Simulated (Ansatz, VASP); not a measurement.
**Sn2GeO2: VASP beside Ansatz**

Contents of INCAR:

```
ALGO     = Normal         # electronic algorithm
EDIFF    = 1E-6           # SCF threshold, eV
ENCUT    = 520            # plane-wave cutoff, eV
GGA      = PE             # functional
ISIF     = 2              # what is computed and relaxed
ISMEAR   = 0              # smearing method
LASPH    = True           # aspherical terms in the spheres
LCHARG   = True           # write CHGCAR
LELF     = True           # ELF
LREAL    = False          # projectors in reciprocal space
LVHAR    = True         
LWAVE    = False          # write WAVECAR
NBANDS   = 35             # bands
NELM     = 80             # most SCF steps
PREC     = Accurate       # precision mode
SIGMA    = 0.1            # smearing width, eV
```

KPOINTS

```
k-points
0
Gamma
  4 4 4
```

The input POSCAR:

```
Sn2GeO2
1.0
    2.6286298600     -3.2605715800      0.0000000000
    2.6286298600      3.2605715800      0.0000000000
    0.0000000000      0.0000000000      5.7792662600
Sn Ge O
2 1 2
Direct
    0.8288898900      0.1711101100      0.5000000000
    0.1711101100      0.8288898900      0.5000000000
    0.5000000000      0.5000000000      0.0000000000
    0.5678095500      0.4321904500      0.5000000000
    0.4321904500      0.5678095500      0.5000000000
```

Input for Ansatz:

```yaml
crystal:
  lattice:
    - [2.62862986, -3.26057158, 0.0]
    - [2.62862986, 3.26057158, 0.0]
    - [0.0, 0.0, 5.77926626]
  atoms:
    - { symbol: Sn, position: [0.82888989, 0.17111011, 0.5] }
    - { symbol: Sn, position: [0.17111011, 0.82888989, 0.5] }
    - { symbol: Ge, position: [0.5, 0.5, 0.0] }
    - { symbol: O, position: [0.56780955, 0.43219045, 0.5] }
    - { symbol: O, position: [0.43219045, 0.56780955, 0.5] }
basis:
  ecutwfc: 420
kpoints:
  mp_grid: { grid: [4, 4, 4] }
hamiltonian:
  xc: pbe
scf:
  occupations: { method: gaussian, width: 0.1 }
  lower_state_search: "off"
output:
  forces: true
  stress: true
  eigenvalues: true
```

Alike in both runs: task single point; functional PBE; k mesh 4 × 4 × 4; occupations gaussian, width 0.1 eV; no spin polarisation.

```csv
,VASP,Ansatz
version,VASP 6.6.1,Ansatz 0.2.0
potentials or method,"VASP PAW PBE potentials, release 64 (Sn_d, Ge_d, O), cutoff 520 eV","scalar-relativistic, plane waves, PAW"
valence electrons in the cell,54,54
```

```tsv
	VASP	Ansatz	Ansatz less VASP
gap on the k mesh at the Fermi level (eV)	none	none	-
rms of the force components (eV/Å)	34.186	31.973	-2.2127
```

Atom by atom the forces differ by 2.241 eV/Å (rms over components). A gap of «none» marks a metal or a gap that the smearing closes. With one functional, cell and mesh, what is left measures potentials, basis and numerics.

The k mesh is coarse, so the values compare programs but aren't converged. Noted on VASP's run: the standard files for N, O and F lose accuracy on very short bonds.
